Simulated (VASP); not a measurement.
# Ag (Fm-3m) in VASP: further runs

Ag is run at these levels: LDA; tasks: single point, relaxation of cell and atoms.

All numbers are computed with VASP 6.6.1; they aren't measurements. Logs are shortened: lines on timing, memory, paths and dates and some standing lists are left out, and cuts for length are marked.

## 1. The cell of the first run

Symmetry: Fm-3m, No. 225, cubic system. Conventional cell: a = 4.002 Å, b = 4.002 Å, c = 4.002 Å, α = 90.00°, β = 90.00°, γ = 90.00°. Ag (site symmetry m-3m) has 12 Ag at 2.83 Å within 3.7 Å.

## 2. Single point, LDA

INCAR

```
  ALGO = Normal
  EDIFF = 1E-6
  ENCUT = 520
  GGA = CA
  ISIF = 2
  ISMEAR = 1
  LASPH = T
  LCHARG = F
  LREAL = F
  LWAVE = F
  NBANDS = 30
  NELM = 100
  PREC = Accurate
  SIGMA = 0.1
```

KPOINTS

```
k-points
0
Gamma
  6 6 6
```

POSCAR

```
Ag
1.0
    4.0021154722      0.0000000000      0.0000000000
    0.0000000000      4.0021154722      0.0000000000
    0.0000000000      0.0000000000      4.0021154722
Ag
4
Direct
    0.0000000000      0.0000000000      0.0000000000
    0.0000000000      0.5000000000      0.5000000000
    0.5000000000      0.0000000000      0.5000000000
    0.5000000000      0.5000000000      0.0000000000
```

Potentials or basis: VASP PAW LDA potentials, release 64 (Ag).

Command:

```console
cat potpaw_LDA.64/Ag/POTCAR > POTCAR
mpirun -np 1 vasp_std > vasp.out
```

OUTCAR:

```text
EDIFF = 1E-6
   ENCUT = 520
   GGA = CA
   ISIF = 2
   ISMEAR = 1
   LASPH = T
   LREAL = F
   NELM = 100
   PREC = Accurate

 ion  position               nearest neighbor table
   1  0.000  0.000  0.000-   2 2.83   3 2.83   4 2.83   2 2.83   3 2.83   2 2.83   4 2.83   2 2.83
                             3 2.83   4 2.83   3 2.83   4 2.83
   2  0.000  0.500  0.500-   1 2.83   3 2.83   4 2.83   1 2.83   4 2.83   1 2.83   3 2.83   1 2.83
                             3 2.83   4 2.83   4 2.83   3 2.83
   3  0.500  0.000  0.500-   1 2.83   2 2.83   4 2.83   1 2.83   4 2.83   2 2.83   4 2.83   4 2.83
                             1 2.83   2 2.83   1 2.83   2 2.83
   4  0.500  0.500  0.000-   1 2.83   2 2.83   3 2.83   2 2.83   3 2.83   1 2.83   3 2.83   3 2.83
                             1 2.83   2 2.83   2 2.83   1 2.83

  LATTYP: Found a simple cubic cell.
 ALAT       =     4.0021154722

  Lattice vectors:

 A1 = (   4.0021154722,   0.0000000000,   0.0000000000)
 A2 = (   0.0000000000,   4.0021154722,   0.0000000000)
 A3 = (   0.0000000000,   0.0000000000,   4.0021154722)

Analysis of symmetry for initial positions (statically):
=====================================================================
 Subroutine PRICEL returns following result:

  LATTYP: Found a face centered cubic cell.
 ALAT       =     4.0021154722

  Lattice vectors:

 A1 = (   2.0010577361,  -2.0010577361,   0.0000000000)
 A2 = (   2.0010577361,   0.0000000000,   2.0010577361)
 A3 = (   0.0000000000,  -2.0010577361,   2.0010577361)

   4 primitive cells build up your supercell.

 Routine SETGRP: Setting up the symmetry group for a
 simple cubic supercell.

 Subroutine GETGRP returns: Found 48 space group operations
[... 5 lines left out ...]
Analysis of symmetry for dynamics (positions and initial velocities):
=====================================================================
 Subroutine PRICEL returns following result:

  LATTYP: Found a face centered cubic cell.
 ALAT       =     4.0021154722

  Lattice vectors:

 A1 = (   2.0010577361,  -2.0010577361,   0.0000000000)
 A2 = (   2.0010577361,   0.0000000000,   2.0010577361)
 A3 = (   0.0000000000,  -2.0010577361,   2.0010577361)

   4 primitive cells build up your supercell.

 Routine SETGRP: Setting up the symmetry group for a
 simple cubic supercell.

 Subroutine GETGRP returns: Found 48 space group operations
[... 5 lines left out ...]
 Subroutine INISYM returns: Found 48 space group operations
 (whereof 48 operations are pure point group operations),
 and found     4 'primitive' translations

----------------------------------------------------------------------------------------

                                     Primitive cell

  volume of cell :      16.0254

  direct lattice vectors                    reciprocal lattice vectors
     2.001057736 -2.001057736  0.000000000     0.249867853 -0.249867853 -0.249867853
     2.001057736  0.000000000  2.001057736     0.249867853  0.249867853  0.249867853
     0.000000000 -2.001057736  2.001057736    -0.249867853 -0.249867853  0.249867853

  length of vectors
     2.829922989  2.829922989  2.829922989     0.432783816  0.432783816  0.432783816

  position of ions in fractional coordinates (direct lattice)
     0.000000000  0.000000000  0.000000000

  ion indices of the primitive-cell ions
   primitive index   ion index
                 1           1

----------------------------------------------------------------------------------------

 KPOINTS: k-points

Automatic generation of k-mesh.
 Grid dimensions read from file:
 generate k-points for:    6    6    6

 Generating k-lattice:

  Cartesian coordinates                     Fractional coordinates (reciprocal lattice)
     0.041644642  0.000000000  0.000000000     0.166666667  0.000000000  0.000000000
     0.000000000  0.041644642  0.000000000     0.000000000  0.166666667  0.000000000
     0.000000000  0.000000000  0.041644642     0.000000000  0.000000000  0.166666667

  Length of vectors
     0.041644642  0.041644642  0.041644642

  Shift w.r.t. Gamma in fractional coordinates (k-lattice)
     0.000000000  0.000000000  0.000000000

 Subroutine IBZKPT returns following result:
 ===========================================

 Found     20 irreducible k-points:

 Following reciprocal coordinates:
            Coordinates               Weight
  0.000000  0.000000  0.000000      1.000000
  0.166667  0.000000  0.000000      6.000000
  0.333333  0.000000  0.000000      6.000000
  0.500000  0.000000  0.000000      3.000000
  0.166667  0.166667  0.000000     12.000000
  0.333333  0.166667  0.000000     24.000000
[... 12 lines left out ...]
  0.500000  0.500000  0.333333      6.000000
  0.500000  0.500000  0.500000      1.000000
   k-points           NKPTS =     20   k-points in BZ     NKDIM =     20   number of bands    NBANDS=     30
   number of dos      NEDOS =    301   number of ions     NIONS =      4
   total plane-waves  NPLWV =  27000
   dimension x,y,z NGX =    30 NGY =   30 NGZ =   30
   dimension x,y,z NGXF=    60 NGYF=   60 NGZF=   60
   ions per type =               4
   NGX,Y,Z   is equivalent  to a cutoff of  12.46, 12.46, 12.46 a.u.
   NGXF,Y,Z  is equivalent  to a cutoff of  24.92, 24.92, 24.92 a.u.
 SYSTEM =  unknown system
   PREC   = accura    normal or accurate (medium, high low for compatibility)
   ISTART =      0    job   : 0-new  1-cont  2-samecut
   ICHARG =      2    charge: 1-file 2-atom 10-const
   ISPIN  =      1    spin polarized calculation?
   LNONCOLLINEAR =      F non collinear calculations
   LSORBIT =      F    spin-orbit coupling
   LASPH  =      T    aspherical Exc in radial PAW
   ENCUT  =  520.0 eV  38.22 Ry    6.18 a.u.   7.44  7.44  7.44*2*pi/ulx,y,z
   NELM   =    100;   NELMIN=  2; NELMDL= -5     # of ELM steps
   EDIFF  = 0.1E-05   stopping-criterion for ELM
   LREAL  =      F    real-space projection
[... 7 lines left out ...]
   TEBEG  =    0.0;   TEEND  =   0.0 temperature during run
   PSTRESS=    0.0 pullay stress
   NELECT =      44.0000    total number of electrons
   NUPDOWN=      -1.0000    fix difference up-down
   EMIN   =  10.00;   EMAX   =-10.00  energy-range for DOS
   EFERMI =   0.00;   METHOD = LEGACY
   ISMEAR =     1;   SIGMA  =   0.10  broadening in eV -4-tet -1-fermi 0-gaus
   EFERMI_NEDOS =   21; number of points for ismear=-14 and -15
   IALGO  =     38    algorithm
   IMIX   =      4    mixing-type and parameters
     AMIX     =   0.40;   BMIX     =  1.00
     AMIX_MAG =   1.60;   BMIX_MAG =  1.00
  volume/ion in A,a.u.               =      16.03       108.14
  Fermi-wavevector in a.u.,A,eV,Ry     =   1.444118  2.728988 28.374647  2.085478
  Thomas-Fermi vector in A             =   2.562449
   LORBIT       =      0    0 simple, 1 ext, 2 COOP (PROOUT), +10 PAW based schemes
   GGA     = CA    functional components
   LHFCALC =     F    Hartree Fock is set to
   AEXX    =    0.0000 exact exchange contribution
   IVDW    =     0    specifies the selected vdW correction
   LEPSILON=     F    determine dielectric tensor
   LRPA    =     F    only Hartree local field effects (RPA)
 non-spin polarized calculation
 Methfessel and Paxton  Order N= 1 SIGMA  =   0.10
  energy-cutoff  :      520.00
  volume of cell :       64.10
 maximum number of plane-waves:      1755
 NGX is ok and might be reduce to    30
   NGX = 15   NGY = 15   NGZ = 15

 number of electron      43.9999963 magnetization

 Free energy of the ion-electron system (eV)
  ---------------------------------------------------
  ext. energy  EPLUGINS =         0.00000000
  ---------------------------------------------------
  free energy    TOTEN  =       -15.10151601 eV

  energy without entropy =      -15.09817581  energy(sigma->0) =      -15.10040261

 E-fermi :   9.0639     XC(G=0): -12.9518

 val. band max:        9.0233817066   @ k =   0.1667   0.0000   0.0000
 cond. band min:       9.1023149757   @ k =   0.3333   0.3333   0.1667
 fundamental gap:      0.0789332691
 Fermi energy:         9.0639442179

 k-point     1 :       0.0000    0.0000    0.0000
  band No.  band energies     occupation
      1       0.7541      2.00000
      2       2.2003      2.00000
      3       2.2003      2.00000
      4       2.2003      2.00000
      5       2.3610      2.00000
      6       2.3610      2.00000
[... 22 lines left out ...]
     29      19.9222      0.00000
     30      19.9222      0.00000

 k-point     2 :       0.1667    0.0000    0.0000
  band No.  band energies     occupation
      1       1.0568      2.00000
      2       2.3267      2.00000
      3       2.3670      2.00000
      4       2.3670      2.00000
      5       2.4605      2.00000
      6       2.5147      2.00000
[... 22 lines left out ...]
     29      19.1265      0.00000
     30      19.1991      0.00000

 k-point     3 :       0.3333    0.0000    0.0000
  band No.  band energies     occupation
      1       1.8764      2.00000
      2       2.6204      2.00000
      3       2.7406      2.00000
      4       2.7702      2.00000
      5       2.7702      2.00000
      6       2.9718      2.00000
[... 22 lines left out ...]
     29      18.1114      0.00000
     30      18.1114      0.00000

 k-point     4 :       0.5000    0.0000    0.0000
  band No.  band energies     occupation
      1       2.6654      2.00000
      2       2.6654      2.00000
      3       3.0335      2.00000
      4       3.0335      2.00000
      5       3.1442      2.00000
      6       3.1442      2.00000
[... 22 lines left out ...]
     29      17.6425      0.00000
     30      17.6425      0.00000

 k-point     5 :       0.1667    0.1667    0.0000
  band No.  band energies     occupation
      1       1.3420      2.00000
      2       2.4543      2.00000
      3       2.4983      2.00000
      4       2.4983      2.00000
      5       2.6061      2.00000
      6       2.6061      2.00000
[... 22 lines left out ...]
     29      19.6357      0.00000
     30      19.6357      0.00000
[... 394 lines left out ...]
     29      23.0067      0.00000
     30      23.0067      0.00000

 k-point    18 :       0.5000    0.3333    0.3333
  band No.  band energies     occupation
      1       2.4485      2.00000
      2       2.4485      2.00000
      3       2.6166      2.00000
      4       2.6166      2.00000
      5       3.7705      2.00000
      6       3.7705      2.00000
[... 22 lines left out ...]
     29      23.6041      0.00000
     30      23.6041      0.00000

 k-point    19 :       0.5000    0.5000    0.3333
  band No.  band energies     occupation
      1       2.4026      2.00000
      2       2.4026      2.00000
      3       2.4026      2.00000
      4       2.4026      2.00000
      5       3.9608      2.00000
      6       3.9608      2.00000
[... 22 lines left out ...]
     29      24.2643      0.00000
     30      24.2643      0.00000

 k-point    20 :       0.5000    0.5000    0.5000
  band No.  band energies     occupation
      1       2.2453      2.00000
      2       2.2453      2.00000
      3       2.2453      2.00000
      4       2.2453      2.00000
      5       4.0166      2.00000
      6       4.0166      2.00000
[... 22 lines left out ...]
     29      24.4497      0.00000
     30      24.4497      0.00000

------------------------ aborting loop because EDIFF is reached ----------------------------------------

  FORCE on cell =-STRESS in cart. coord.  units (eV):
  Direction    XX          YY          ZZ          XY          YZ          ZX
  --------------------------------------------------------------------------------------
  -------------------------------------------------------------------------------------
  Total        0.0579935      0.0579935      0.0579935      0.0000000     -0.0000000      0.0000000
  in kB        1.4495103      1.4495103      1.4495103      0.0000000     -0.0000000      0.0000000
  external PRESSURE =       1.4495103 kB  Pullay stress =       0.0000000 kB

 VOLUME and BASIS-vectors are now :
 -----------------------------------------------------------------------------
  energy-cutoff  :      520.00
  volume of cell :       64.10
      direct lattice vectors                 reciprocal lattice vectors
     4.002115472  0.000000000  0.000000000     0.249867853  0.000000000  0.000000000
     0.000000000  4.002115472  0.000000000     0.000000000  0.249867853  0.000000000
     0.000000000  0.000000000  4.002115472     0.000000000  0.000000000  0.249867853

 POSITION                                       TOTAL-FORCE (eV/Angst)
 -----------------------------------------------------------------------------------
      0.00000      0.00000      0.00000        -0.000000     -0.000000     -0.000000
      0.00000      2.00106      2.00106         0.000000      0.000000     -0.000000
      2.00106      0.00000      2.00106        -0.000000     -0.000000      0.000000
      2.00106      2.00106      0.00000         0.000000      0.000000     -0.000000
 -----------------------------------------------------------------------------------
    total drift:                                0.000000      0.000000     -0.000000

  FREE ENERGIE OF THE ION-ELECTRON SYSTEM (eV)
  ---------------------------------------------------
  free  energy   TOTEN  =       -15.1015160087 eV

  energy  without entropy=      -15.0981758120  energy(sigma->0) =      -15.10040261
```

It took 27 s on 1 thread of Intel Xeon Platinum 8259CL at 2.50GHz (Skylake/Cascade Lake), shared host; peak memory 0.16 GiB.

What came out:

* Free energy: -15.1015 eV
* Pressure: 0.1 GPa
* Band gap on the k mesh: zero (band 22 reaches 10.53 eV, above the bottom of band 23 at 8.44 eV)

Levels at points of the mesh, in eV from the Fermi level:
```tsv
k point	band 18	band 19	band 20	band 21	band 22	band 23	band 24	band 25	band 26	band 27
(0.00, 0.00, 0.00)	-2.72	-2.72	-2.72	-2.72	1.47	1.47	1.47	7.20	7.20	7.20
(0.50, 0.00, 0.00)	-3.85	-3.43	-3.43	-2.72	-2.72	6.15	6.15	6.15	6.15	7.31
(0.50, 0.50, 0.00)	-3.85	-3.85	-3.85	-0.50	-0.50	-0.50	-0.50	9.70	9.70	9.70
(0.50, 0.50, 0.50)	-2.95	-2.95	-2.95	-0.62	-0.62	-0.62	-0.62	3.92	3.92	3.92
```

## 3. Single point, LDA

INCAR

```
SYSTEM = Ag
PREC = Accurate
ENCUT = 520
EDIFF = 1E-6
ISMEAR = 1
SIGMA = 0.1
LREAL = .False.
LASPH = .True.
NELM = 100
ALGO = Normal
ISIF = 2
LWAVE = .False.
LCHARG = .True.
GGA = CA
LELF = .True.
LVHAR = .True.
NBANDS = 30
```

KPOINTS

```
regular mesh
0
Gamma
  6 6 6
  0 0 0
```

POSCAR is that of step 2.

Potentials or basis: VASP PAW LDA potentials, release 64 (Ag).

Command:

```console
cat potpaw_LDA.64/Ag/POTCAR > POTCAR
mpirun -np 1 vasp_std > vasp.out
```

Wall time 25 s (1 thread of Intel Xeon Platinum 8259CL at 2.50GHz (Skylake/Cascade Lake), shared host); peak memory 0.15 GiB.

Results (log left out):

```yaml
Free_energy: -15.1015 eV
Pressure: 0.1 GPa
Band_gap_on_the_k_mesh: zero (band 22 reaches 10.53 eV, above the bottom of band 23 at 8.44 eV)
```

Levels at points of the mesh, in eV from the Fermi level:
```csv
k point,band 18,band 19,band 20,band 21,band 22,band 23,band 24,band 25,band 26,band 27
"(0.00, 0.00, 0.00)",-2.72,-2.72,-2.72,-2.72,1.47,1.47,1.47,7.20,7.20,7.20
"(0.50, 0.00, 0.00)",-3.85,-3.43,-3.43,-2.72,-2.72,6.15,6.15,6.15,6.15,7.31
"(0.50, 0.50, 0.00)",-3.85,-3.85,-3.85,-0.50,-0.50,-0.50,-0.50,9.70,9.70,9.70
"(0.50, 0.50, 0.50)",-2.95,-2.95,-2.95,-0.62,-0.62,-0.62,-0.62,3.92,3.92,3.92
```

## 4. Relaxation of cell and atoms, LDA

INCAR

```
  ALGO = Normal
  EDIFF = 1E-7
  EDIFFG = -0.03
  ENCUT = 600
  GGA = CA
  IBRION = 2
  ISIF = 3
  ISMEAR = 1
  LASPH = True
  LCHARG = False
  LREAL = False
  LWAVE = False
  NELM = 100
  NSW = 50
  PREC = Accurate
  SIGMA = 0.1
```

KPOINTS

```
k-points
0
Gamma
  6 6 6
```

POSCAR is that of step 3.

Command:

```console
cat potpaw_LDA.64/Ag/POTCAR > POTCAR
mpirun -np 1 vasp_std > vasp.out
```

Run time: 27 s. Hardware: 1 thread of Intel Xeon Platinum 8259CL at 2.50GHz (Skylake/Cascade Lake), shared host; peak memory 0.17 GiB.

The run converged. Its results:

```
Free energy             : -15.1004 eV
Pressure after relaxing : 0.1 GPa
Band gap on the k mesh  : zero (band 22 reaches 10.53 eV, above the bottom of band 23 at 8.44 eV)
```

Final structure:
```yaml
crystal:
  lattice:
    - [4.00212, 0.00000, 0.00000]
    - [0.00000, 4.00212, 0.00000]
    - [0.00000, 0.00000, 4.00212]
  atoms:
    - { symbol: Ag, position: [0.00000, 0.00000, 0.00000] }
    - { symbol: Ag, position: [0.00000, 0.50000, 0.50000] }
    - { symbol: Ag, position: [0.50000, 0.00000, 0.50000] }
    - { symbol: Ag, position: [0.50000, 0.50000, 0.00000] }
```

Levels at points of the mesh, in eV from the Fermi level:
```tsv
k point	band 18	band 19	band 20	band 21	band 22	band 23	band 24	band 25	band 26
(0.00, 0.00, 0.00)	-2.72	-2.72	-2.72	-2.72	1.47	1.47	1.47	7.20	7.20
(0.50, 0.00, 0.00)	-3.85	-3.43	-3.43	-2.72	-2.72	6.15	6.15	6.15	6.15
(0.50, 0.50, 0.00)	-3.85	-3.85	-3.85	-0.50	-0.50	-0.50	-0.50	9.71	9.71
(0.50, 0.50, 0.50)	-2.95	-2.95	-2.95	-0.62	-0.62	-0.62	-0.62	3.92	3.92
```

Caveat: the relaxation stopped at its first step, so nothing moved.

[end of part 1 of 2]
